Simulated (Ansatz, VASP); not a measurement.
Ti: VASP beside Ansatz

File INCAR:

```
  PREC = Accurate
  ENCUT = 520
  EDIFF = 1E-8
  ISMEAR = -1
  SIGMA = 0.05
  LREAL = False
  LASPH = True
  NELM = 80
  ALGO = Normal
  ISIF = 2
  LWAVE = False
  LCHARG = False
  GGA = PE
  LEFG = True
  NBANDS = 12
```

File KPOINTS:

```
Automatic mesh
0
Gamma
  15 15 15
```

File POSCAR:

```
Ti
1.0
    0.0000000000      1.9889123197      1.9889123197
    1.9889123197      0.0000000000      1.9889123197
    1.9889123197      1.9889123197      0.0000000000
Ti
1
Direct
    0.0000000000      0.0000000000      0.0000000000
```

Input for Ansatz:

```yaml
crystal:
  lattice:
    - [0.0, 1.9889123197, 1.9889123197]
    - [1.9889123197, 0.0, 1.9889123197]
    - [1.9889123197, 1.9889123197, 0.0]
  atoms:
    - { symbol: Ti, position: [0.0, 0.0, 0.0] }
kpoints:
  mp_grid: { grid: [15, 15, 15] }
scf:
  occupations: { method: fermi_dirac, width: 0.05 }
hamiltonian:
  xc: pbe
  pseudopotentials: { kind: paw }
output:
  forces: true
  stress: true
  eigenvalues: true
  efg: { contact_densities: true }
```

Change from the starting cell: volume scaled by 0.9405, PAW files.

Alike in both runs: task electric field gradients; functional PBE; k mesh 15 × 15 × 15; occupations fermi-dirac, width 0.05 eV; no spin polarisation.

|  | VASP | Ansatz |
| --- | --- | --- |
| version | VASP 6.6.1 | Ansatz 0.2.0 |
| potentials or method | VASP PAW PBE potentials, release 64 (Ti_sv) | PAW with Ansatz's default frozen-core files, scalar-relativistic |
| plane-wave cutoff (eV) | 520 | 420 |
| valence electrons in the cell | 12 | 12 |

```csv
,VASP,Ansatz,Ansatz less VASP
pressure (GPa),12.4,12.8,+0.44
```
